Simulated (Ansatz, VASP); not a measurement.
**One calculation of In5O, two programs**

File INCAR:

```
SYSTEM = In5O
  PREC = Accurate
  ENCUT = 520
  EDIFF = 1E-6
  ISMEAR = 0
  SIGMA = 0.1
  LREAL = .FALSE.
  LASPH = .TRUE.
  NELM = 100
  ALGO = Normal
  ISIF = 2
  LWAVE = .FALSE.
  LCHARG = .TRUE.
  GGA = PE
  LELF = .TRUE.
  LVHAR = .TRUE.
  NBANDS = 44
```

Contents of KPOINTS:

```
Automatic mesh
0
G
  3 3 3
  0 0 0
```

File POSCAR:

```
In5O
1.0
    3.8081469100      2.1986346400      2.8273201800
   -3.8081469100      2.1986346400      2.8273201800
    0.0000000000     -4.3972692900      2.8273201800
In O
5 1
Direct
    0.5000000000      0.0000000000      0.5000000000
    0.5000000000      0.5000000000      0.0000000000
    0.0000000000      0.5000000000      0.5000000000
    0.7992755600      0.7992755600      0.7992755600
    0.2007244400      0.2007244400      0.2007244400
    0.5000000000      0.5000000000      0.5000000000
```

Input for Ansatz:

```yaml
crystal:
  lattice:
    - [3.80814691, 2.19863464, 2.82732018]
    - [-3.80814691, 2.19863464, 2.82732018]
    - [0.0, -4.39726929, 2.82732018]
  atoms:
    - { symbol: In, position: [0.5, 0.0, 0.5] }
    - { symbol: In, position: [0.5, 0.5, 0.0] }
    - { symbol: In, position: [0.0, 0.5, 0.5] }
    - { symbol: In, position: [0.79927556, 0.79927556, 0.79927556] }
    - { symbol: In, position: [0.20072444, 0.20072444, 0.20072444] }
    - { symbol: O, position: [0.5, 0.5, 0.5] }
basis:
  ecutwfc: 420
kpoints:
  mp_grid: { grid: [3, 3, 3] }
hamiltonian:
  xc: pbe
scf:
  occupations: { method: gaussian, width: 0.1 }
  lower_state_search: "off"
output:
  forces: true
  stress: true
  eigenvalues: true
```

Alike in both runs: task single point; functional PBE; k mesh 3 × 3 × 3; occupations gaussian, width 0.1 eV; no spin polarisation.

|  | VASP | Ansatz |
| --- | --- | --- |
| version | VASP 6.6.1 | Ansatz 0.2.0 |
| potentials or method | VASP PAW PBE potentials, release 64 (In_d, O), cutoff 520 eV | scalar-relativistic, plane waves, PAW |
| valence electrons in the cell | 71 | 71 |

```csv
,VASP,Ansatz,Ansatz less VASP
gap on the k mesh at the Fermi level (eV),none,none,-
pressure (GPa),17.8,17.7,-0.05
"traceless stress, the component that is largest in VASP (GPa)",-6.63,-6.63,+0.005
rms of the force components (eV/Å),1.667,1.661,-0.0060
```

Atom by atom the forces differ by 0.006 eV/Å (rms over components). A gap of «none» marks a metal or a gap that the smearing closes.

The k mesh is coarse, so the values compare programs but aren't converged.
